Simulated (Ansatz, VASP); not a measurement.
## Two plane-wave programs on KZnF3

```
CELL_PARAMETERS angstrom
3.96732 0.00000 0.00000
0.00000 3.96732 0.00000
0.00000 0.00000 3.96732
ATOMIC_POSITIONS crystal
Zn 0.50000 0.50000 0.50000
K 0.00000 0.00000 0.00000
F 0.50000 0.00000 0.50000
F 0.00000 0.50000 0.50000
F 0.50000 0.50000 0.00000
```

Alike in both runs: task single point; functional r2SCAN; k mesh 7 × 7 × 7; occupations fermi-dirac, width 0.05 eV; no spin polarisation.

|  | VASP | Ansatz |
| --- | --- | --- |
| version | VASP 6.6.1 | Ansatz 0.2.0 |
| potentials or method | VASP PAW PBE potentials, release 64 (Zn, K_sv, F) | Ansatz PAW |
| plane-wave cutoff (eV) | 520 | 500 |
| valence electrons in the cell | 42 | 42 |

VASP gave:

| Item | Value |
| --- | --- |
| gap on the k mesh at the Fermi level (eV) | 4.86 |
| least direct gap on the mesh (eV) | 7.12 |
| pressure (GPa) | 6.4 |

Q: Which values does Ansatz return?

A: gap on the k mesh at the Fermi level (eV): 4.92; least direct gap on the mesh (eV): 7.15; pressure (GPa): 5.7.

VASP's potentials were made for PBE, not for r2SCAN. With one functional, cell and mesh, what is left measures potentials, basis and numerics.

Noted on Ansatz's run: odd divisions of the mesh miss points on the zone boundary, where band edges often lie, so the gap on the mesh can be too wide.
